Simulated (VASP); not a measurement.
A run of VASP 6.6.1:

Contents of INCAR:

```
SYSTEM = InAs
ALGO     = Normal         ! electronic algorithm
EDIFF    = 1E-7           ! SCF threshold, eV
ENCUT    = 520            ! plane-wave cutoff, eV
GGA      = PS             ! functional
ISIF     = 2              ! what is computed and relaxed
ISMEAR   = -1             ! smearing method
IVDW     = 12             ! dispersion correction
LASPH    = .True.         ! aspherical terms in the spheres
LCHARG   = .False.        ! write CHGCAR
LREAL    = .False.        ! projectors in reciprocal space
LWAVE    = .False.        ! write WAVECAR
NBANDS   = 16             ! bands
NELM     = 100            ! most SCF steps
PREC     = Accurate       ! precision mode
SIGMA    = 0.05           ! smearing width, eV
```

The input KPOINTS:

```
k-points
0
Gamma
  8 8 8
  0 0 0
```

The input POSCAR:

```
InAs
1.0
    0.0000000000      3.0771914981      3.0771914981
    3.0771914981      0.0000000000      3.0771914981
    3.0771914981      3.0771914981      0.0000000000
In As
1 1
Direct
    0.0000000000      0.0000000000      0.0000000000
    0.7500000000      0.7500000000      0.7500000000
```

Potentials or basis: VASP PAW PBE potentials, release 64 (In_d, As).

Launch:

```bash
$ cat potpaw_PBE.64/In_d/POTCAR potpaw_PBE.64/As/POTCAR > POTCAR
$ mpirun -np 1 vasp_std > vasp.out
```

Hardware: 1 thread of Intel(R) Xeon(R) 6975P-C (Granite Rapids), with other jobs on the host.

**Question.** How long does it take, and how much memory?

**Answer.** Run time: 11 s on 1 thread of Intel(R) Xeon(R) 6975P-C (Granite Rapids), on a shared host, peak memory 0.19 GiB. Counts: scf iterations 14, k points 29.
